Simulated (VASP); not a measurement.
Input of a VASP 6.6.1 run:

INCAR

```
PREC = Accurate
ENCUT = 520
EDIFF = 1E-7
ISMEAR = -1
SIGMA = 0.02
LREAL = F
LASPH = T
NELM = 80
ALGO = Normal
ISIF = 2
LWAVE = F
LCHARG = T
GGA = PE
LELF = T
LVHAR = T
NBANDS = 56
```

KPOINTS

```
Automatic mesh
0
Gamma
  6 6 6
```

Contents of POSCAR:

```
HfO2
1.0
    5.1940412271      0.0000000000      0.0000000000
    0.0000000000      4.9800652347      0.0000000000
    0.0000000000      0.0000000000      5.0087060249
Hf O
4 8
Direct
    0.0328212042      0.2683217840      0.2440461505
    0.4671787958      0.2683217840      0.7440461505
    0.5328212042      0.7316782160      0.2440461505
    0.9671787958      0.7316782160      0.7440461505
    0.3716209160      0.0758827805      0.3751100135
    0.1283790840      0.0758827805      0.8751100135
    0.7374792123      0.4568182967      0.4938438361
    0.7625207877      0.4568182967      0.9938438361
    0.2625207877      0.5431817033      0.9938438361
    0.2374792123      0.5431817033      0.4938438361
    0.8716209160      0.9241172195      0.3751100135
    0.6283790840      0.9241172195      0.8751100135
```

Potentials or basis: VASP PAW PBE potentials, release 64 (Hf_pv, O).

The run is started by

```console
$ cat potpaw_PBE.64/Hf_pv/POTCAR potpaw_PBE.64/O/POTCAR > POTCAR
$ mpirun -np 1 vasp_std > vasp.out
```

**Question.** Estimate the band gap on the k mesh.

**Answer.** 4.49 eV (least direct gap 4.64 eV).

**Question.** Predict the largest force.

**Answer.** 0.042 eV/Å.

**Question.** Predict the pressure.

**Answer.** 9.5 GPa.

Stress tensor (GPa, compression positive):
```
9.60 0.00 0.00
0.00 9.87 0.00
0.00 0.00 9.09
```

Caveat: the cell differs from its parent crystal (strain -1.0%); the cell stands under pressure; spin-orbit coupling is left out, which moves the levels of the heavy elements. A k mesh can miss the band edges.
